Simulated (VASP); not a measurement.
Wanted: the native input for a VASP 6.6.1 run.

```
Task                   : single point
Functional             : LDA
Potentials or basis    : VASP PAW LDA potentials, release 64 (C)
Cutoff                 : 520 eV
k mesh                 : 8 × 8 × 8
Occupations            : gaussian, width 0.05 eV
Spin                   : no spin polarisation
Dipole correction      : no
Further INCAR settings : ALGO = Normal; EDIFF = 1e-06; NBANDS = 26
```

The structure of C lies in POSCAR:

```
C
1.0
   -2.4103983070      2.4103983070      2.4103983070
    2.4103983070     -2.4103983070      2.4103983070
    2.4103983070      2.4103983070     -2.4103983070
C
8
Direct
    0.2990689732     -0.0264021138     -0.0528042275
    0.6745289130      0.6745289130      0.6745289130
    0.0000000000      0.3254710870      0.0000000000
    0.0000000000      0.0000000000      0.3254710870
    0.0000000000      0.6745289130      0.0000000000
    0.3254710870      0.3254710870      0.3254710870
    0.6745289130      0.0000000000      0.0000000000
    0.0000000000      0.0000000000      0.6745289130
```

This cell differs from its parent crystal: atom 1 (C) moved -0.180 Å along Cartesian [1 1 0].

These files were run (other wordings do the same):

INCAR

```
  PREC = Accurate
  ENCUT = 520
  EDIFF = 1E-6
  ISMEAR = 0
  SIGMA = 0.05
  LREAL = False
  LASPH = True
  NELM = 80
  ALGO = Normal
  ISIF = 2
  LWAVE = False
  LCHARG = False
  GGA = CA
  NBANDS = 26
```

KPOINTS

```
regular mesh
0
Gamma
  8 8 8
```

Potentials or basis: VASP PAW LDA potentials, release 64 (C).

Launch:

```sh
$ cat potpaw_LDA.64/C/POTCAR > POTCAR
$ mpirun -np 1 vasp_std > vasp.out
```

Results of the run:

```json
{
  "Pressure": "2.6 GPa",
  "Largest force": "6.042 eV/Å",
  "Band gap on the k mesh": "2.05 eV (least direct gap 3.16 eV)"
}
```

Caveat: the cell differs from its parent crystal (atom 1 (C) moved -0.180 Å along Cartesian [1 1 0]); the stress differs along the axes, from -6 to 13 GPa; forces of over 1 eV/Å act on the atoms, so gaps and moduli don't describe the material at rest.

Wall time 6.1 min on 1 thread of Intel Xeon 8259CL, with other jobs on the host, peak memory 0.33 GiB.
